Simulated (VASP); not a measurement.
# LiF (Fm-3m) in VASP: single point with PBEsol+D3(BJ)

Aim: the single point of LiF with PBEsol+D3(BJ).

All numbers are computed with VASP 6.6.1; they aren't measurements. Logs are shortened: lines on timing, memory, paths and dates and some standing lists are left out, and cuts for length are marked.

## Step 1: The cell of the first run

Symmetry: Fm-3m, No. 225, cubic system. Conventional cell: a = 4.028 Å, b = 4.028 Å, c = 4.028 Å, α = 90.00°, β = 90.00°, γ = 90.00°. Li (site symmetry m-3m) has 6 F at 2.01 Å within 2.7 Å. F (site symmetry m-3m) has 6 Li at 2.01 Å within 2.7 Å.

## Step 2: Single point, PBEsol+D3(BJ)

INCAR reads:

```
  ALGO = Normal
  EDIFF = 1E-6
  ENCUT = 750
  GGA = PS
  GGA_COMPAT = False
  ISIF = 2
  ISMEAR = 0
  IVDW = 12
  LASPH = True
  LCHARG = True
  LELF = True
  LREAL = False
  LVHAR = True
  LWAVE = False
  NBANDS = 12
  NELM = 120
  PREC = Accurate
  SIGMA = 0.01
```

KPOINTS reads:

```
k-points
0
Gamma
  7 7 7
```

POSCAR reads:

```
LiF
1.0
    0.0000000000      2.0140000000      2.0140000000
    2.0140000000      0.0000000000      2.0140000000
    2.0140000000      2.0140000000      0.0000000000
Li F
1 1
Direct
    0.0000000000      0.0000000000      0.0000000000
    0.5000000000      0.5000000000      0.5000000000
```

Potentials or basis: VASP PAW PBE potentials, release 64 (Li_sv, F).

Command:

```console
cat potpaw_PBE.64/Li_sv/POTCAR potpaw_PBE.64/F/POTCAR > POTCAR
mpirun -np 1 vasp_std > vasp.out
```

OUTCAR:

```text
EDIFF = 1E-6
   ENCUT = 750
   GGA = PS
   ISIF = 2
   ISMEAR = 0
   IVDW = 12
   LASPH = True
   LREAL = False
   NELM = 120
   PREC = Accurate
 IVDW          = 12

 ion  position               nearest neighbor table
   1  0.000  0.000  0.000-   2 2.01   2 2.01   2 2.01   2 2.01   2 2.01   2 2.01
   2  0.500  0.500  0.500-   1 2.01   1 2.01   1 2.01   1 2.01   1 2.01   1 2.01

  LATTYP: Found a face centered cubic cell.
 ALAT       =     4.0280000000

  Lattice vectors:

 A1 = (   0.0000000000,   2.0140000000,   2.0140000000)
 A2 = (   2.0140000000,   0.0000000000,   2.0140000000)
 A3 = (   2.0140000000,   2.0140000000,   0.0000000000)

Analysis of symmetry for initial positions (statically):
=====================================================================
 Subroutine PRICEL returns:
 Original cell was already a primitive cell.

 Routine SETGRP: Setting up the symmetry group for a
 face centered cubic supercell.

 Subroutine GETGRP returns: Found 48 space group operations
 (whereof 48 operations were pure point group operations)
 out of a pool of 48 trial point group operations.

The static configuration has the point symmetry O_h .

Analysis of symmetry for dynamics (positions and initial velocities):
=====================================================================
 Subroutine PRICEL returns:
 Original cell was already a primitive cell.

 Routine SETGRP: Setting up the symmetry group for a
 face centered cubic supercell.

 Subroutine GETGRP returns: Found 48 space group operations
 (whereof 48 operations were pure point group operations)
 out of a pool of 48 trial point group operations.

The dynamic configuration has the point symmetry O_h .

 Subroutine INISYM returns: Found 48 space group operations
 (whereof 48 operations are pure point group operations),
 and found     1 'primitive' translations

----------------------------------------------------------------------------------------

                                     Primitive cell

  volume of cell :      16.3384

  direct lattice vectors                    reciprocal lattice vectors
     0.000000000  2.014000000  2.014000000    -0.248262165  0.248262165  0.248262165
     2.014000000  0.000000000  2.014000000     0.248262165 -0.248262165  0.248262165
     2.014000000  2.014000000  0.000000000     0.248262165  0.248262165 -0.248262165

  length of vectors
     2.848226115  2.848226115  2.848226115     0.430002683  0.430002683  0.430002683

  position of ions in fractional coordinates (direct lattice)
     0.000000000  0.000000000  0.000000000
     0.500000000  0.500000000  0.500000000

  ion indices of the primitive-cell ions
   primitive index   ion index
                 1           1
                 2           2

----------------------------------------------------------------------------------------

 KPOINTS: k-points

Automatic generation of k-mesh.
 Grid dimensions read from file:
 generate k-points for:    7    7    7

 Generating k-lattice:

  Cartesian coordinates                     Fractional coordinates (reciprocal lattice)
    -0.035466024  0.035466024  0.035466024     0.142857143  0.000000000  0.000000000
     0.035466024 -0.035466024  0.035466024     0.000000000  0.142857143  0.000000000
     0.035466024  0.035466024 -0.035466024     0.000000000  0.000000000  0.142857143

  Length of vectors
     0.061428955  0.061428955  0.061428955

  Shift w.r.t. Gamma in fractional coordinates (k-lattice)
     0.000000000  0.000000000  0.000000000

 Subroutine IBZKPT returns following result:
 ===========================================

 Found     20 irreducible k-points:

 Following reciprocal coordinates:
            Coordinates               Weight
  0.000000  0.000000  0.000000      1.000000
  0.142857  0.000000  0.000000      8.000000
  0.285714  0.000000  0.000000      8.000000
  0.428571  0.000000  0.000000      8.000000
  0.142857  0.142857  0.000000      6.000000
  0.285714  0.142857  0.000000     24.000000
[... 12 lines left out ...]
 -0.428571  0.428571  0.142857     24.000000
 -0.285714  0.428571  0.142857     24.000000
   k-points           NKPTS =     20   k-points in BZ     NKDIM =     20   number of bands    NBANDS=     12
   number of dos      NEDOS =    301   number of ions     NIONS =      2
   total plane-waves  NPLWV =  21952
   dimension x,y,z NGX =    28 NGY =   28 NGZ =   28
   dimension x,y,z NGXF=    56 NGYF=   56 NGZF=   56
   ions per type =               1   1
   NGX,Y,Z   is equivalent  to a cutoff of  16.34, 16.34, 16.34 a.u.
   NGXF,Y,Z  is equivalent  to a cutoff of  32.69, 32.69, 32.69 a.u.
 SYSTEM =  unknown system
   PREC   = accura    normal or accurate (medium, high low for compatibility)
   ISTART =      0    job   : 0-new  1-cont  2-samecut
   ICHARG =      2    charge: 1-file 2-atom 10-const
   ISPIN  =      1    spin polarized calculation?
   LNONCOLLINEAR =      F non collinear calculations
   LSORBIT =      F    spin-orbit coupling
   LASPH  =      T    aspherical Exc in radial PAW
   ENCUT  =  750.0 eV  55.12 Ry    7.42 a.u.   6.36  6.36  6.36*2*pi/ulx,y,z
   NELM   =    120;   NELMIN=  2; NELMDL= -5     # of ELM steps
   EDIFF  = 0.1E-05   stopping-criterion for ELM
   LREAL  =      F    real-space projection
   EDIFFG = 0.1E-04   stopping-criterion for IOM
   NSW    =      0    number of steps for IOM
   IBRION =     -1    ionic relax: 0-MD 1-quasi-New 2-CG
   NFREE  =      0    steps in history (QN), initial steepest desc. (CG)
   ISIF   =      2    stress and relaxation
   ISYM   =      2    0-nonsym 1-usesym 2-fastsym
   POTIM  = 0.5000    time-step for ionic-motion
   TEBEG  =    0.0;   TEEND  =   0.0 temperature during run
   PSTRESS=    0.0 pullay stress
   NELECT =      10.0000    total number of electrons
   NUPDOWN=      -1.0000    fix difference up-down
   EMIN   =  10.00;   EMAX   =-10.00  energy-range for DOS
   EFERMI =   0.00;   METHOD = LEGACY
   ISMEAR =     0;   SIGMA  =   0.01  broadening in eV -4-tet -1-fermi 0-gaus
   EFERMI_NEDOS =   21; number of points for ismear=-14 and -15
   IALGO  =     38    algorithm
   IMIX   =      4    mixing-type and parameters
     AMIX     =   0.40;   BMIX     =  1.00
     AMIX_MAG =   1.60;   BMIX_MAG =  1.00
  volume/ion in A,a.u.               =       8.17        55.13
  Fermi-wavevector in a.u.,A,eV,Ry     =   1.389970  2.626662 26.286674  1.932016
  Thomas-Fermi vector in A             =   2.513950
   LORBIT       =      0    0 simple, 1 ext, 2 COOP (PROOUT), +10 PAW based schemes
   GGA     = PS    functional components
   LHFCALC =     F    Hartree Fock is set to
   AEXX    =    0.0000 exact exchange contribution
   IVDW    =    12    specifies the selected vdW correction
   LEPSILON=     F    determine dielectric tensor
   LRPA    =     F    only Hartree local field effects (RPA)
 non-spin polarized calculation
 Gauss-broadening in eV      SIGMA  =   0.01
  energy-cutoff  :      750.00
  volume of cell :       16.34
 maximum number of plane-waves:       771
 NGX is ok and might be reduce to    28
   NGX = 13   NGY = 13   NGZ = 13

 number of electron      10.0000002 magnetization

 Free energy of the ion-electron system (eV)
  ---------------------------------------------------
  ext. energy  EPLUGINS =         0.00000000
  ---------------------------------------------------
  free energy    TOTEN  =        -9.85694344 eV

  energy without entropy =       -9.85694344  energy(sigma->0) =       -9.85694344

 E-fermi :  -1.0127     XC(G=0): -10.2028

 val. band max:       -1.1179064435   @ k =   0.0000   0.0000   0.0000
 cond. band min:       7.7892830754   @ k =   0.0000   0.0000   0.0000
 fundamental gap:      8.9071895189
 Fermi energy:        -1.0126786857

 k-point     1 :       0.0000    0.0000    0.0000
  band No.  band energies     occupation
      1     -41.3100      2.00000
      2     -20.9798      2.00000
      3      -1.1179      2.00000
      4      -1.1179      2.00000
      5      -1.1179      2.00000
      6       7.7893      0.00000
      7      22.7175      0.00000
      8      22.7175      0.00000
      9      22.7175      0.00000
     10      22.9994      0.00000
     11      22.9994      0.00000
     12      22.9994      0.00000

 k-point     2 :       0.1429    0.0000    0.0000
  band No.  band energies     occupation
      1     -41.2980      2.00000
      2     -20.9018      2.00000
      3      -1.6831      2.00000
      4      -1.1639      2.00000
      5      -1.1639      2.00000
      6       8.3460      0.00000
      7      18.7938      0.00000
      8      20.7939      0.00000
      9      20.7939      0.00000
     10      24.4588      0.00000
     11      24.6007      0.00000
     12      24.6007      0.00000

 k-point     3 :       0.2857    0.0000    0.0000
  band No.  band energies     occupation
      1     -41.2710      2.00000
      2     -20.7179      2.00000
      3      -2.7871      2.00000
      4      -1.2633      2.00000
      5      -1.2633      2.00000
      6       9.2262      0.00000
      7      16.1560      0.00000
      8      18.8656      0.00000
      9      18.8656      0.00000
     10      26.1998      0.00000
     11      26.8356      0.00000
     12      26.8356      0.00000
[... 226 lines left out ...]
 k-point    19 :      -0.4286    0.4286    0.1429
  band No.  band energies     occupation
      1     -41.2322      2.00000
      2     -20.3194      2.00000
      3      -3.7239      2.00000
      4      -2.5089      2.00000
      5      -1.9446      2.00000
      6      12.9907      0.00000
      7      14.3417      0.00000
      8      16.5948      0.00000
      9      18.3716      0.00000
     10      21.8830      0.00000
     11      30.9252      0.00000
     12      33.6430      0.00000

 k-point    20 :      -0.2857    0.4286    0.1429
  band No.  band energies     occupation
      1     -41.2301      2.00000
      2     -20.3121      2.00000
      3      -3.3785      2.00000
      4      -3.0115      2.00000
      5      -1.8621      2.00000
      6      13.2135      0.00000
      7      13.6844      0.00000
      8      16.8071      0.00000
      9      18.0285      0.00000
     10      24.5528      0.00000
     11      27.9516      0.00000
     12      33.2633      0.00000

------------------------ aborting loop because EDIFF is reached ----------------------------------------

 Edisp (eV)   -0.28883

 E8    (eV) :    -0.1708

  FORCE on cell =-STRESS in cart. coord.  units (eV):
  Direction    XX          YY          ZZ          XY          YZ          ZX
  --------------------------------------------------------------------------------------
  -------------------------------------------------------------------------------------
  Total      -0.44218    -0.44218    -0.44218     0.00000     0.00000     0.00000
  in kB     -43.36159   -43.36159   -43.36159     0.00000     0.00000     0.00000
  external pressure =      -43.36 kB  Pullay stress =        0.00 kB

 VOLUME and BASIS-vectors are now :
 -----------------------------------------------------------------------------
  energy-cutoff  :      750.00
  volume of cell :       16.34
      direct lattice vectors                 reciprocal lattice vectors
     0.000000000  2.014000000  2.014000000    -0.248262165  0.248262165  0.248262165
     2.014000000  0.000000000  2.014000000     0.248262165 -0.248262165  0.248262165
     2.014000000  2.014000000  0.000000000     0.248262165  0.248262165 -0.248262165

 POSITION                                       TOTAL-FORCE (eV/Angst)
 -----------------------------------------------------------------------------------
      0.00000      0.00000      0.00000         0.000000      0.000000     -0.000000
      2.01400      2.01400      2.01400         0.000000     -0.000000      0.000000
 -----------------------------------------------------------------------------------
    total drift:                                0.000000      0.000000      0.000000

  FREE ENERGIE OF THE ION-ELECTRON SYSTEM (eV)
  ---------------------------------------------------
  free  energy   TOTEN  =       -10.1457728859 eV

  energy  without entropy=      -10.1457728859  energy(sigma->0) =      -10.14577289
```

Wall time 5.8 s (1 thread of Intel Xeon Platinum 8375C at 2.90GHz (Ice Lake), shared host); peak memory 0.15 GiB.

What came out:

- Free energy: -10.1458 eV
- Pressure: -4.3 GPa
- Band gap on the k mesh: 8.91 eV
- Dispersion energy per atom: -0.144 eV

Caveat: the cell stands under tension; the PAW data sets were made with another functional, which shifts forces and pressure a little.
